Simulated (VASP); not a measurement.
# TiAl (P4/mmm) in VASP: notebook

TiAl is run at these levels: PBE+D3(BJ); tasks: single point, relaxation of cell and atoms.

All numbers are computed with VASP 6.6.1; they aren't measurements. Logs are shortened: lines on timing, memory, paths and dates and some standing lists are left out, and cuts for length are marked.

### Step 1. The cell of the first run

It takes space group P4/mmm (No. 123, tetragonal). Conventional cell: a = 2.811 Å, b = 2.811 Å, c = 4.066 Å, α = 90.00°, β = 90.00°, γ = 90.00°. Ti (site symmetry 4/mmm) has 4 Ti at 2.81 Å and 8 Al at 2.84 Å within 3.7 Å. Al (site symmetry 4/mmm) has 4 Al at 2.81 Å and 8 Ti at 2.84 Å within 3.7 Å.

### Step 2. Single point, PBE+D3(BJ)

Input file INCAR:

```
SYSTEM = TiAl
  PREC = Accurate
  ENCUT = 520
  EDIFF = 1E-6
  ISMEAR = 0
  SIGMA = 0.1
  LREAL = .False.
  LASPH = .True.
  NELM = 100
  ALGO = Fast
  ISIF = 2
  LWAVE = .False.
  LCHARG = .False.
  GGA = PE
  IVDW = 12
  NBANDS = 14
```

Input file KPOINTS:

```
regular mesh
0
Gamma
  6 6 4
  0 0 0
```

Input file POSCAR:

```
TiAl
1.0
    2.8107518100      0.0000000000      0.0000000000
    0.0000000000      2.8107518100      0.0000000000
    0.0000000000      0.0000000000      4.0664219200
Ti Al
1 1
Direct
    0.5000000000      0.5000000000      0.5000000000
    0.0000000000      0.0000000000      0.0000000000
```

Potentials or basis: VASP PAW PBE potentials, release 64 (Ti_sv, Al).

Command:

```
> cat potpaw_PBE.64/Ti_sv/POTCAR potpaw_PBE.64/Al/POTCAR > POTCAR
> mpirun -np 1 vasp_std > vasp.out
```

OUTCAR:

```text
SYSTEM = TiAl
   PREC = Accurate
   ENCUT = 520
   EDIFF = 1E-6
   ISMEAR = 0
   LREAL = .False.
   LASPH = .True.
   NELM = 100
   ISIF = 2
   GGA = PE
   IVDW = 12
 IVDW          = 12

 ion  position               nearest neighbor table
   1  0.500  0.500  0.500-   2 2.84   2 2.84   2 2.84   2 2.84   2 2.84   2 2.84   2 2.84   2 2.84

   2  0.000  0.000  0.000-   1 2.84   1 2.84   1 2.84   1 2.84   1 2.84   1 2.84   1 2.84   1 2.84

  LATTYP: Found a simple tetragonal cell.
 ALAT       =     2.8107518100
 C/A-ratio  =     1.4467381665

  Lattice vectors:

 A1 = (   2.8107518100,   0.0000000000,   0.0000000000)
 A2 = (   0.0000000000,   2.8107518100,   0.0000000000)
 A3 = (   0.0000000000,   0.0000000000,   4.0664219200)

Analysis of symmetry for initial positions (statically):
=====================================================================
 Subroutine PRICEL returns:
 Original cell was already a primitive cell.

 Routine SETGRP: Setting up the symmetry group for a
 simple tetragonal supercell.

 Subroutine GETGRP returns: Found 16 space group operations
 (whereof 16 operations were pure point group operations)
 out of a pool of 16 trial point group operations.

The static configuration has the point symmetry D_4h.

Analysis of symmetry for dynamics (positions and initial velocities):
=====================================================================
 Subroutine PRICEL returns:
 Original cell was already a primitive cell.

 Routine SETGRP: Setting up the symmetry group for a
 simple tetragonal supercell.

 Subroutine GETGRP returns: Found 16 space group operations
 (whereof 16 operations were pure point group operations)
 out of a pool of 16 trial point group operations.

The dynamic configuration has the point symmetry D_4h.

 Subroutine INISYM returns: Found 16 space group operations
 (whereof 16 operations are pure point group operations),
 and found     1 'primitive' translations

----------------------------------------------------------------------------------------

                                     Primitive cell

  volume of cell :      32.1261

  direct lattice vectors                    reciprocal lattice vectors
     2.810751810  0.000000000  0.000000000     0.355776699  0.000000000  0.000000000
     0.000000000  2.810751810  0.000000000     0.000000000  0.355776699  0.000000000
     0.000000000  0.000000000  4.066421920     0.000000000  0.000000000  0.245916439

  length of vectors
     2.810751810  2.810751810  4.066421920     0.355776699  0.355776699  0.245916439

  position of ions in fractional coordinates (direct lattice)
     0.500000000  0.500000000  0.500000000
     0.000000000  0.000000000  0.000000000

  ion indices of the primitive-cell ions
   primitive index   ion index
                 1           1
                 2           2

----------------------------------------------------------------------------------------

 KPOINTS: regular mesh

Automatic generation of k-mesh.
 Grid dimensions read from file:
 generate k-points for:    6    6    4

 Generating k-lattice:

  Cartesian coordinates                     Fractional coordinates (reciprocal lattice)
     0.059296116  0.000000000  0.000000000     0.166666667  0.000000000  0.000000000
     0.000000000  0.059296116  0.000000000     0.000000000  0.166666667  0.000000000
     0.000000000  0.000000000  0.061479110     0.000000000  0.000000000  0.250000000

  Length of vectors
     0.059296116  0.059296116  0.061479110

  Shift w.r.t. Gamma in fractional coordinates (k-lattice)
     0.000000000  0.000000000  0.000000000

 Subroutine IBZKPT returns following result:
 ===========================================

 Found     30 irreducible k-points:

 Following reciprocal coordinates:
            Coordinates               Weight
  0.000000  0.000000  0.000000      1.000000
  0.166667  0.000000  0.000000      4.000000
  0.333333  0.000000  0.000000      4.000000
  0.500000  0.000000  0.000000      2.000000
  0.166667  0.166667  0.000000      4.000000
  0.333333  0.166667  0.000000      8.000000
[... 16 lines left out ...]
  0.333333  0.000000  0.500000      4.000000
  0.500000  0.000000  0.500000      2.000000
 [... further k-points ...]
   k-points           NKPTS =     30   k-points in BZ     NKDIM =     30   number of bands    NBANDS=     14
   number of dos      NEDOS =    301   number of ions     NIONS =      2
   total plane-waves  NPLWV =  17280
   dimension x,y,z NGX =    24 NGY =   24 NGZ =   30
   dimension x,y,z NGXF=    48 NGYF=   48 NGZF=   60
   ions per type =               1   1
   NGX,Y,Z   is equivalent  to a cutoff of  14.20, 14.20, 12.26 a.u.
   NGXF,Y,Z  is equivalent  to a cutoff of  28.39, 28.39, 24.53 a.u.
 SYSTEM =  TiAl
   PREC   = accura    normal or accurate (medium, high low for compatibility)
   ISTART =      0    job   : 0-new  1-cont  2-samecut
   ICHARG =      2    charge: 1-file 2-atom 10-const
   ISPIN  =      1    spin polarized calculation?
   LNONCOLLINEAR =      F non collinear calculations
   LSORBIT =      F    spin-orbit coupling
   LASPH  =      T    aspherical Exc in radial PAW
   ENCUT  =  520.0 eV  38.22 Ry    6.18 a.u.   5.23  5.23  7.56*2*pi/ulx,y,z
   NELM   =    100;   NELMIN=  2; NELMDL= -5     # of ELM steps
   EDIFF  = 0.1E-05   stopping-criterion for ELM
   LREAL  =      F    real-space projection
   EDIFFG = 0.1E-04   stopping-criterion for IOM
   NSW    =      0    number of steps for IOM
   IBRION =     -1    ionic relax: 0-MD 1-quasi-New 2-CG
   NFREE  =      0    steps in history (QN), initial steepest desc. (CG)
   ISIF   =      2    stress and relaxation
   ISYM   =      2    0-nonsym 1-usesym 2-fastsym
   POTIM  = 0.5000    time-step for ionic-motion
   TEBEG  =    0.0;   TEEND  =   0.0 temperature during run
   PSTRESS=    0.0 pullay stress
   NELECT =      15.0000    total number of electrons
   NUPDOWN=      -1.0000    fix difference up-down
   EMIN   =  10.00;   EMAX   =-10.00  energy-range for DOS
   EFERMI =   0.00;   METHOD = LEGACY
   ISMEAR =     0;   SIGMA  =   0.10  broadening in eV -4-tet -1-fermi 0-gaus
   EFERMI_NEDOS =   21; number of points for ismear=-14 and -15
   IALGO  =     68    algorithm
   IMIX   =      4    mixing-type and parameters
     AMIX     =   0.40;   BMIX     =  1.00
     AMIX_MAG =   1.60;   BMIX_MAG =  1.00
  volume/ion in A,a.u.               =      16.06       108.40
  Fermi-wavevector in a.u.,A,eV,Ry     =   1.270046  2.400039 21.946425  1.613017
  Thomas-Fermi vector in A             =   2.403054
   LORBIT       =      0    0 simple, 1 ext, 2 COOP (PROOUT), +10 PAW based schemes
   GGA     = PE    functional components
   LHFCALC =     F    Hartree Fock is set to
   AEXX    =    0.0000 exact exchange contribution
   IVDW    =    12    specifies the selected vdW correction
   LEPSILON=     F    determine dielectric tensor
   LRPA    =     F    only Hartree local field effects (RPA)
 non-spin polarized calculation
 RMM-DIIS sequential band-by-band and
 Gauss-broadening in eV      SIGMA  =   0.10
  energy-cutoff  :      520.00
  volume of cell :       32.13
 maximum number of plane-waves:       888
 NGX is ok and might be reduce to    24
   NGX = 11   NGY = 11   NGZ = 15

 number of electron      14.9999999 magnetization

 Free energy of the ion-electron system (eV)
  ---------------------------------------------------
  ext. energy  EPLUGINS =         0.00000000
  ---------------------------------------------------
  free energy    TOTEN  =       -12.39602854 eV

  energy without entropy =      -12.38946323  energy(sigma->0) =      -12.39274589

 E-fermi :   8.4431     XC(G=0): -11.0809

 val. band max:        8.3965350135   @ k =   0.1667   0.0000   0.2500
 cond. band min:       8.5027393032   @ k =   0.1667   0.1667   0.2500
 fundamental gap:      0.1062042897
 Fermi energy:         8.4430611649

 k-point     1 :       0.0000    0.0000    0.0000
  band No.  band energies     occupation
      1     -48.2569      2.00000
      2     -24.6575      2.00000
      3     -24.1947      2.00000
      4     -24.1947      2.00000
      5      -0.6497      2.00000
      6       6.4944      2.00000
      7       7.5230      2.00000
      8       8.0339      2.00000
      9      10.5544      0.00000
     10      10.5544      0.00000
     11      11.7139      0.00000
     12      14.5858      0.00000
     13      16.9254      0.00000
     14      16.9255      0.00000

 k-point     2 :       0.1667    0.0000    0.0000
  band No.  band energies     occupation
      1     -48.2418      2.00000
      2     -24.6425      2.00000
      3     -24.3208      2.00000
      4     -24.1839      2.00000
      5      -0.1023      2.00000
      6       6.9051      2.00000
      7       7.6147      2.00000
      8       7.6718      2.00000
      9      10.6410      0.00000
     10      11.1137      0.00000
     11      11.2420      0.00000
     12      13.3481      0.00000
     13      14.6018      0.00000
     14      17.5903      0.00000

 k-point     3 :       0.3333    0.0000    0.0000
  band No.  band energies     occupation
      1     -48.2113      2.00000
      2     -24.6125      2.00000
      3     -24.5674      2.00000
      4     -24.1621      2.00000
      5       1.4686      2.00000
      6       6.5931      2.00000
      7       6.9516      2.00000
      8       7.7425      2.00000
      9      10.4696      0.00000
     10      10.8203      0.00000
     11      11.8640      0.00000
     12      12.4073      0.00000
     13      14.3683      0.00000
     14      18.2991      0.00000
[... 324 lines left out ...]
 k-point    23 :       0.3333    0.0000    0.5000
  band No.  band energies     occupation
      1     -48.2108      2.00000
      2     -24.6261      2.00000
      3     -24.5652      2.00000
      4     -24.1615      2.00000
      5       2.3608      2.00000
      6       5.2945      2.00000
      7       7.0470      2.00000
      8       8.2170      1.99861
      9       9.6399      0.00000
     10      10.5191      0.00000
     11      10.5685      0.00000
     12      12.9023      0.00000
     13      15.1034      0.00000
     14      19.5953      0.00000

 k-point    24 :       0.5000    0.0000    0.5000
  band No.  band energies     occupation
      1     -48.1955      2.00000
      2     -24.6854      2.00000
      3     -24.6098      2.00000
      4     -24.1506      2.00000
      5       3.4943      2.00000
      6       5.4856      2.00000
      7       7.1869      2.00000
      8       7.2754      2.00000
      9       9.7470      0.00000
     10      10.1866      0.00000
     11      10.6955      0.00000
     12      12.2108      0.00000
     13      14.1191      0.00000
     14      20.8862      0.00000

 [... further k-points ...]

------------------------ aborting loop because EDIFF is reached ----------------------------------------

 Edisp (eV)   -0.97363

 E8    (eV) :    -0.4512

  FORCE on cell =-STRESS in cart. coord.  units (eV):
  Direction    XX          YY          ZZ          XY          YZ          ZX
  --------------------------------------------------------------------------------------
  -------------------------------------------------------------------------------------
  Total      -0.72584    -0.72584    -0.80259     0.00000    -0.00000     0.00000
  in kB     -36.19874   -36.19874   -40.02622     0.00000    -0.00000     0.00000
  external pressure =      -37.47 kB  Pullay stress =        0.00 kB

 VOLUME and BASIS-vectors are now :
 -----------------------------------------------------------------------------
  energy-cutoff  :      520.00
  volume of cell :       32.13
      direct lattice vectors                 reciprocal lattice vectors
     2.810751810  0.000000000  0.000000000     0.355776699  0.000000000  0.000000000
     0.000000000  2.810751810  0.000000000     0.000000000  0.355776699  0.000000000
     0.000000000  0.000000000  4.066421920     0.000000000  0.000000000  0.245916439

 POSITION                                       TOTAL-FORCE (eV/Angst)
 -----------------------------------------------------------------------------------
      1.40538      1.40538      2.03321         0.000000      0.000000      0.000000
      0.00000      0.00000      0.00000         0.000000      0.000000      0.000000
 -----------------------------------------------------------------------------------
    total drift:                                0.000000      0.000000     -0.000000

  FREE ENERGIE OF THE ION-ELECTRON SYSTEM (eV)
  ---------------------------------------------------
  free  energy   TOTEN  =       -13.3696615843 eV

  energy  without entropy=      -13.3630962751  energy(sigma->0) =      -13.36637893
```

Run time: 40 s. Hardware: 1 thread of Intel Xeon 8259CL, shared host; peak memory 0.16 GiB.

What came out:

| Quantity | Value |
| --- | --- |
| Free energy | -13.3697 eV |
| Pressure | -3.7 GPa |
| Band gap on the k mesh | zero (an odd number of electrons rules out a gap without spin polarisation) |
| Dispersion energy per atom | -0.487 eV |

Levels at points of the mesh, in eV from the Fermi level:
```tsv
k point	band 4	band 5	band 6	band 7	band 8	band 9	band 10	band 11	band 12	band 13
(0.00, 0.00, 0.00)	-32.64	-9.09	-1.95	-0.92	-0.41	2.11	2.11	3.27	6.14	8.48
(0.50, 0.00, 0.00)	-32.59	-4.56	-4.56	-1.78	-0.33	1.69	2.47	4.40	5.08	5.31
(0.50, 0.50, 0.00)	-32.98	-3.24	-0.45	-0.45	-0.43	-0.28	-0.28	4.18	5.01	6.01
(0.00, 0.00, 0.50)	-32.64	-7.61	-5.33	-0.76	0.55	1.77	1.77	3.28	7.97	9.34
(0.50, 0.00, 0.50)	-32.59	-4.95	-2.96	-1.26	-1.17	1.30	1.74	2.25	3.77	5.68
(0.50, 0.50, 0.50)	-33.00	-2.59	-2.30	-2.30	1.83	2.07	2.72	4.20	4.20	5.00
```

Caveat: the k points lie up to 0.39 Å⁻¹ apart, too coarse for converged energies and pressures of a metal.

(Continued in part 2 of 2.)
